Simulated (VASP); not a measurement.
# Al2Cu (Pm) in VASP: a series of runs

The runs below take Al2Cu through single point, with PBE.

Program: VASP 6.6.1. These are calculated values, not measurements. Logs are shortened: lines on timing, memory, paths and dates and some standing lists are left out, and cuts for length are marked.

### 1 The cell of the first run

It takes space group Pm (No. 6, monoclinic). Conventional cell: a = 4.121 Å, b = 2.885 Å, c = 4.121 Å, α = 90.00°, β = 90.00°, γ = 90.00°. Within 3.3 Å of Al (site symmetry m) lie 4 Cu at 2.45 to 2.58 Å and 6 Al at 2.61 to 3.22 Å. Within 3.3 Å of Al (site symmetry m) lie 4 Cu at 2.39 to 2.69 Å and 6 Al at 2.61 to 3.22 Å. Cu (site symmetry m) has 8 Al at 2.39 to 2.69 Å and 2 Cu at 2.88 Å within 3.2 Å.

### 2 Single point, PBE (atoms displaced along a vibrational mode)

INCAR reads:

```
  PREC = Accurate
  ENCUT = 520
  EDIFF = 1E-6
  ISMEAR = 0
  SIGMA = 0.15
  LREAL = F
  LASPH = T
  NELM = 60
  ALGO = Fast
  ISIF = 2
  LWAVE = F
  LCHARG = F
  GGA = PE
  NBANDS = 16
```

KPOINTS reads:

```
regular mesh
0
Gamma
  10 10 14
```

POSCAR reads:

```
Al2Cu
1.0
    4.1211626268      0.0000000000      0.0000000000
    0.0000000000      4.1211626268      0.0000000000
    0.0000000000      0.0000000000      2.8847334069
Al Cu
2 1
Direct
    0.5045231003      0.0078152784      0.5000000000
   -0.0592065934      0.4655437038      0.5000000000
    0.0232185310      0.0113117371      0.0000000000
```

Potentials or basis: VASP PAW PBE potentials, release 64 (Al, Cu).

Command:

```console
cat potpaw_PBE.64/Al/POTCAR potpaw_PBE.64/Cu/POTCAR > POTCAR
mpirun -np 1 vasp_std > vasp.out
```

OUTCAR:

```text
PREC = Accurate
   ENCUT = 520
   EDIFF = 1E-6
   ISMEAR = 0
   LREAL = F
   LASPH = T
   NELM = 60
   ISIF = 2
   GGA = PE

 ion  position               nearest neighbor table
   1  0.505  0.008  0.500-   3 2.45   3 2.45   3 2.58   3 2.58   2 2.61   2 2.87   2 2.99   2 3.22

   2  0.941  0.466  0.500-   3 2.39   3 2.39   1 2.61   3 2.69   3 2.69   1 2.87   1 2.99   1 3.22

   3  0.023  0.011  0.000-   2 2.39   2 2.39   1 2.45   1 2.45   1 2.58   1 2.58   2 2.69   2 2.69

  LATTYP: Found a simple tetragonal cell.
 ALAT       =     4.1211626268
 C/A-ratio  =     0.6999804832

  Lattice vectors:

 A1 = (   4.1211626268,   0.0000000000,   0.0000000000)
 A2 = (   0.0000000000,   4.1211626268,   0.0000000000)
 A3 = (   0.0000000000,   0.0000000000,   2.8847334069)

Analysis of symmetry for initial positions (statically):
=====================================================================
 Subroutine PRICEL returns:
 Original cell was already a primitive cell.

 Routine SETGRP: Setting up the symmetry group for a
 simple tetragonal supercell.

 Subroutine GETGRP returns: Found  2 space group operations
 (whereof  2 operations were pure point group operations)
 out of a pool of 16 trial point group operations.

The static configuration has the point symmetry C_1h.

Analysis of symmetry for dynamics (positions and initial velocities):
=====================================================================
 Subroutine PRICEL returns:
 Original cell was already a primitive cell.

 Routine SETGRP: Setting up the symmetry group for a
 simple tetragonal supercell.

 Subroutine GETGRP returns: Found  2 space group operations
 (whereof  2 operations were pure point group operations)
 out of a pool of 16 trial point group operations.

The dynamic configuration has the point symmetry C_1h.

 Subroutine INISYM returns: Found  2 space group operations
 (whereof  2 operations are pure point group operations),
 and found     1 'primitive' translations

----------------------------------------------------------------------------------------

                                     Primitive cell
[... 88 lines left out ...]
   LNONCOLLINEAR =      F non collinear calculations
   LSORBIT =      F    spin-orbit coupling
   LASPH  =      T    aspherical Exc in radial PAW
   ENCUT  =  520.0 eV  38.22 Ry    6.18 a.u.   7.66  7.66  5.36*2*pi/ulx,y,z
   NELM   =     60;   NELMIN=  2; NELMDL= -5     # of ELM steps
   EDIFF  = 0.1E-05   stopping-criterion for ELM
   LREAL  =      F    real-space projection
   EDIFFG = 0.1E-04   stopping-criterion for IOM
   NSW    =      0    number of steps for IOM
   IBRION =     -1    ionic relax: 0-MD 1-quasi-New 2-CG
   NFREE  =      0    steps in history (QN), initial steepest desc. (CG)
   ISIF   =      2    stress and relaxation
   ISYM   =      2    0-nonsym 1-usesym 2-fastsym
   POTIM  = 0.5000    time-step for ionic-motion
   TEBEG  =    0.0;   TEEND  =   0.0 temperature during run
   PSTRESS=    0.0 pullay stress
   NELECT =      17.0000    total number of electrons
   NUPDOWN=      -1.0000    fix difference up-down
   EMIN   =  10.00;   EMAX   =-10.00  energy-range for DOS
   EFERMI =   0.00;   METHOD = LEGACY
   ISMEAR =     0;   SIGMA  =   0.15  broadening in eV -4-tet -1-fermi 0-gaus
   EFERMI_NEDOS =   21; number of points for ismear=-14 and -15
   IALGO  =     68    algorithm
   IMIX   =      4    mixing-type and parameters
     AMIX     =   0.40;   BMIX     =  1.00
     AMIX_MAG =   1.60;   BMIX_MAG =  1.00
  volume/ion in A,a.u.               =      16.33       110.21
  Fermi-wavevector in a.u.,A,eV,Ry     =   1.150384  2.173910 18.005716  1.323383
  Thomas-Fermi vector in A             =   2.287048
   LORBIT       =      0    0 simple, 1 ext, 2 COOP (PROOUT), +10 PAW based schemes
   GGA     = PE    functional components
   LHFCALC =     F    Hartree Fock is set to
   AEXX    =    0.0000 exact exchange contribution
   IVDW    =     0    specifies the selected vdW correction
   LEPSILON=     F    determine dielectric tensor
   LRPA    =     F    only Hartree local field effects (RPA)
 non-spin polarized calculation
 RMM-DIIS sequential band-by-band and
 Gauss-broadening in eV      SIGMA  =   0.15
  energy-cutoff  :      520.00
  volume of cell :       48.99
 maximum number of plane-waves:      1339
   NGX = 15   NGY = 15   NGZ = 11

 number of electron      17.0000001 magnetization

 Free energy of the ion-electron system (eV)
  ---------------------------------------------------
  ext. energy  EPLUGINS =         0.00000000
  ---------------------------------------------------
  free energy    TOTEN  =       -11.06816396 eV

  energy without entropy =      -11.05699144  energy(sigma->0) =      -11.06257770

 E-fermi :   7.0368     XC(G=0): -10.3540

 val. band max:        7.0329504080   @ k =  -0.3000   0.2000  -0.2857
 cond. band min:       7.0587043062   @ k =   0.4000   0.0000   0.2143
 fundamental gap:      0.0257538981
 Fermi energy:         7.0368365717

 k-point     1 :       0.0000    0.0000    0.0000
  band No.  band energies     occupation
      1      -3.4322      2.00000
      2       1.7281      2.00000
      3       2.1796      2.00000
      4       2.8214      2.00000
      5       3.0217      2.00000
      6       3.0874      2.00000
[... 433 lines left out ...]
      3       2.1237      2.00000
      4       2.5843      2.00000
      5       2.8189      2.00000
      6       3.0010      2.00000
[... 8 lines left out ...]
     15      16.7341      0.00000
     16      18.6212      0.00000

 [... further k-points ...]

------------------------ aborting loop because EDIFF is reached ----------------------------------------

  FORCE on cell =-STRESS in cart. coord.  units (eV):
  Direction    XX          YY          ZZ          XY          YZ          ZX
  --------------------------------------------------------------------------------------
  -------------------------------------------------------------------------------------
  Total        1.0412432      1.0701279      0.6388743      0.3828368      0.0000000      0.0000000
  in kB       34.0500350     34.9946037     20.8920386     12.5192725      0.0000000      0.0000000
  external PRESSURE =      29.9788924 kB  Pullay stress =       0.0000000 kB

 VOLUME and BASIS-vectors are now :
 -----------------------------------------------------------------------------
  energy-cutoff  :      520.00
  volume of cell :       48.99
      direct lattice vectors                 reciprocal lattice vectors
     4.121162627  0.000000000  0.000000000     0.242649973  0.000000000  0.000000000
     0.000000000  4.121162627  0.000000000     0.000000000  0.242649973  0.000000000
     0.000000000  0.000000000  2.884733407     0.000000000  0.000000000  0.346652484

 POSITION                                       TOTAL-FORCE (eV/Angst)
 -----------------------------------------------------------------------------------
      2.07922      0.03221      1.44237        -0.149438     -0.514996      0.000000
      3.87716      1.91858      1.44237         0.530722      1.693474      0.000000
      0.09569      0.04662      0.00000        -0.381283     -1.178478      0.000000
 -----------------------------------------------------------------------------------
    total drift:                                0.000060      0.000367     -0.000011

  FREE ENERGIE OF THE ION-ELECTRON SYSTEM (eV)
  ---------------------------------------------------
  free  energy   TOTEN  =       -11.0681639595 eV

  energy  without entropy=      -11.0569914381  energy(sigma->0) =      -11.06257770
```

OSZICAR:

```text
N       E                     dE             d eps       ncg     rms          rms(c)
DAV:   1     0.617487039242E+02    0.61749E+02   -0.68092E+03 13320   0.112E+03
DAV:   2    -0.104551151857E+02   -0.72204E+02   -0.64174E+02 13952   0.202E+02
DAV:   3    -0.131324260013E+02   -0.26773E+01   -0.26137E+01 18296   0.435E+01
DAV:   4    -0.131924226283E+02   -0.59997E-01   -0.59974E-01 15864   0.554E+00
DAV:   5    -0.131954941806E+02   -0.30716E-02   -0.30715E-02 21328   0.141E+00    0.137E+01
RMM:   6    -0.148470674324E+02   -0.16516E+01   -0.32443E+01 16647   0.873E+01    0.117E+01
RMM:   7    -0.111414105646E+02    0.37057E+01   -0.89802E+00 15077   0.495E+01    0.141E+00
RMM:   8    -0.110754672280E+02    0.65943E-01   -0.76415E-01 14613   0.137E+01    0.130E+00
RMM:   9    -0.110676111151E+02    0.78561E-02   -0.99608E-02 16373   0.419E+00    0.433E-01
RMM:  10    -0.110692954078E+02   -0.16843E-02   -0.41048E-02 17270   0.262E+00    0.394E-01
RMM:  11    -0.110677788272E+02    0.15166E-02   -0.13271E-02 17502   0.158E+00    0.116E-01
RMM:  12    -0.110680720179E+02   -0.29319E-03   -0.42465E-03 18841   0.675E-01    0.650E-02
RMM:  13    -0.110681443260E+02   -0.72308E-04   -0.12804E-03 18827   0.345E-01    0.322E-02
RMM:  14    -0.110681590416E+02   -0.14716E-04   -0.39111E-04 19405   0.151E-01    0.121E-02
RMM:  15    -0.110681622681E+02   -0.32265E-05   -0.41550E-05 18740   0.506E-02    0.489E-03
RMM:  16    -0.110681642739E+02   -0.20058E-05   -0.12432E-05 17248   0.463E-02    0.156E-02
RMM:  17    -0.110681639595E+02    0.31442E-06   -0.42101E-06 14285   0.169E-02
   1 F= -.11068164E+02 E0= -.11062578E+02  d E =-.111725E-01
```

stdout:

```text
POSCAR found type information on POSCAR AlCu
 POSCAR found :  2 types and       3 ions
 scaLAPACK will be used
 LDA part: xc-table for (Slater+PW92), standard interpolation
 POSCAR, INCAR and KPOINTS ok, starting setup
 FFT: planning ... GRIDC
 FFT: planning ... GRID_SOFT
 FFT: planning ... GRID
 WAVECAR not read
 entering main loop
```

Run time: 1.9 min. Hardware: 1 thread of Intel Xeon 6975P-C (Granite Rapids), shared host; peak memory 0.41 GiB.

What came out:

```yaml
Free_energy: -11.0682 eV
Pressure: 3.0 GPa
Largest_force: 1.775 eV/Å
Band_gap_on_the_k_mesh: zero (an odd number of electrons rules out a gap without spin polarisation)
```

Forces on the atoms (eV/Å):
```
Al  -0.149 -0.515  0.000
Al   0.531  1.693  0.000
Cu  -0.381 -1.178  0.000
```

Caveat: the cell differs from its parent crystal (atoms displaced along a vibrational mode); forces of over 1 eV/Å act on the atoms, so gaps and moduli don't describe the material at rest.

### 3 Single point, PBE (atoms displaced along a vibrational mode)

INCAR reads:

```
PREC = Accurate
ENCUT = 520
EDIFF = 1E-6
ISMEAR = 0
SIGMA = 0.15
LREAL = False
LASPH = True
NELM = 80
ALGO = Fast
ISIF = 2
LWAVE = False
LCHARG = True
GGA = PE
LELF = True
LVHAR = True
NBANDS = 16
```

KPOINTS reads:

```
Automatic mesh
0
Gamma
  10 10 14
```

POSCAR reads:

```
Al2Cu
1.0
    4.1211626268      0.0000000000      0.0000000000
    0.0000000000      4.1211626268      0.0000000000
    0.0000000000      0.0000000000      2.8847334069
Al Cu
2 1
Direct
    0.5090462006      0.0078152784      0.5000000000
   -0.1184131868      0.4655437038      0.5000000000
    0.0464370620      0.0113117371      0.0000000000
```

Potentials or basis: VASP PAW PBE potentials, release 64 (Al, Cu).

Command:

```console
cat potpaw_PBE.64/Al/POTCAR potpaw_PBE.64/Cu/POTCAR > POTCAR
mpirun -np 1 vasp_std > vasp.out
```

Run time: 1.8 min. Hardware: 1 thread of Intel Xeon 6975P-C (Granite Rapids), shared host; peak memory 0.41 GiB.

The run converged. Its results:

```
Free energy            : -10.7773 eV
Pressure               : 5.2 GPa
Largest force          : 2.275 eV/Å
Band gap on the k mesh : zero (an odd number of electrons rules out a gap without spin polarisation)
```

Forces on the atoms (eV/Å):
```
Al  -0.408 -0.977  0.000
Al   1.354  1.828  0.000
Cu  -0.946 -0.852  0.000
```

Stress tensor (GPa, compression positive):
```
8.33 3.51 0.00
3.51 6.25 0.00
0.00 0.00 1.02
```

Levels at points of the mesh, in eV from the Fermi level:
```tsv
k point	band 7	band 8	band 9	band 10	band 11	band 12
(0.00, 0.00, 0.00)	-2.29	-2.04	-0.14	0.49	5.89	6.12
(0.50, 0.00, 0.00)	-3.70	-0.61	1.11	1.37	2.50	7.60
(0.00, 0.50, 0.00)	-3.73	-1.08	0.54	2.02	3.04	7.40
(0.50, 0.50, 0.00)	-3.85	-3.73	-2.57	8.23	8.75	9.17
(0.00, 0.00, 0.50)	-2.81	1.79	1.93	2.08	3.07	3.58
(0.50, 0.00, 0.50)	-3.25	-2.03	-1.88	2.43	4.54	4.89
(0.00, 0.50, 0.50)	-2.69	-2.14	-1.86	3.55	3.78	4.50
(0.50, 0.50, 0.50)	-2.38	-1.69	-1.66	-0.40	-0.28	0.83
```

Caveat: the cell differs from its parent crystal (atoms displaced along a vibrational mode); the cell stands under pressure; forces of over 1 eV/Å act on the atoms, so gaps and moduli don't describe the material at rest.

### 4 Single point, PBE (atoms displaced along a vibrational mode)

INCAR reads:

```
  PREC = Accurate
  ENCUT = 520
  EDIFF = 1E-6
  ISMEAR = 0
  SIGMA = 0.15
  LREAL = False
  LASPH = True
  NELM = 60
  ALGO = Fast
  ISIF = 2
  LWAVE = False
  LCHARG = False
  GGA = PE
  NBANDS = 16
```

KPOINTS reads:

```
regular mesh
0
Gamma
  10 10 14
```

POSCAR reads:

```
Al2Cu
1.0
    4.1211626268      0.0000000000      0.0000000000
    0.0000000000      4.1211626268      0.0000000000
    0.0000000000      0.0000000000      2.8847334069
Al Cu
2 1
Direct
    0.5045231003      0.0058614588      0.5000000000
   -0.0592065934      0.4741577779      0.5000000000
    0.0232185310      0.0084838028      0.0000000000
```

Command:

```console
cat potpaw_PBE.64/Al/POTCAR potpaw_PBE.64/Cu/POTCAR > POTCAR
mpirun -np 1 vasp_std > vasp.out
```

Run time: 1.8 min. Hardware: 1 thread of Intel Xeon 6975P-C (Granite Rapids), shared host; peak memory 0.41 GiB.

It converged, with:

```yaml
Free_energy: -11.1358 eV
Pressure: 1.9 GPa
Largest_force: 1.354 eV/Å
Band_gap_on_the_k_mesh: zero (an odd number of electrons rules out a gap without spin polarisation)
```

Forces on the atoms (eV/Å):
```
Al  -0.110 -0.384  0.000
Al   0.520  1.250  0.000
Cu  -0.410 -0.866  0.000
```

Stress tensor (GPa, compression positive):
```
2.62 0.95 0.00
0.95 2.14 0.00
0.00 0.00 1.00
```

Levels at points of the mesh, in eV from the Fermi level:
```tsv
k point	band 5	band 6	band 7	band 8	band 9	band 10	band 11	band 12	band 13	band 14
(0.00, 0.00, 0.00)	-3.98	-3.92	-2.35	-2.24	-0.13	0.74	5.99	6.10	6.40	7.13
(0.50, 0.00, 0.00)	-4.24	-4.01	-3.92	-0.89	1.40	1.51	2.16	7.51	8.28	9.25
(0.00, 0.50, 0.00)	-4.19	-3.99	-3.94	-1.10	0.97	1.91	2.41	7.43	8.36	9.10
(0.50, 0.50, 0.00)	-4.25	-4.10	-4.01	-3.95	-2.45	8.42	8.63	9.28	9.67	9.99
(0.00, 0.00, 0.50)	-4.63	-3.99	-2.93	2.17	2.18	2.38	2.90	3.17	3.41	3.70
(0.50, 0.00, 0.50)	-4.08	-4.04	-3.10	-2.31	-1.73	3.12	4.18	4.61	5.24	5.70
(0.00, 0.50, 0.50)	-4.15	-3.99	-2.90	-2.32	-1.73	3.63	3.90	4.37	5.05	6.03
(0.50, 0.50, 0.50)	-3.82	-3.30	-2.29	-2.07	-1.18	-0.66	-0.14	0.29	2.39	11.62
```

Caveat: the cell differs from its parent crystal (atoms displaced along a vibrational mode); forces of over 1 eV/Å act on the atoms, so gaps and moduli don't describe the material at rest.

### 5 Summary

```csv
cell,gap on the mesh (eV),pressure (GPa),largest force (eV/Å)
"as given, atomic positions A",none,3.0,1.77
"as given, atomic positions B",none,5.2,2.28
"as given, atomic positions C",none,1.9,1.35
```

Alike in all rows: task single point; level PBE; potentials or basis VASP PAW PBE potentials, release 64 (Al, Cu); no spin polarisation; k mesh 10 × 10 × 14; cutoff (eV) 520; smearing gaussian 0.15 eV.

Caveats: forces of over 1 eV/Å act on the atoms, so gaps and moduli don't describe the material at rest; the cell stands under pressure (at least some runs).

Total energies depend on the potentials used, so only differences within one code and one set of settings carry meaning.
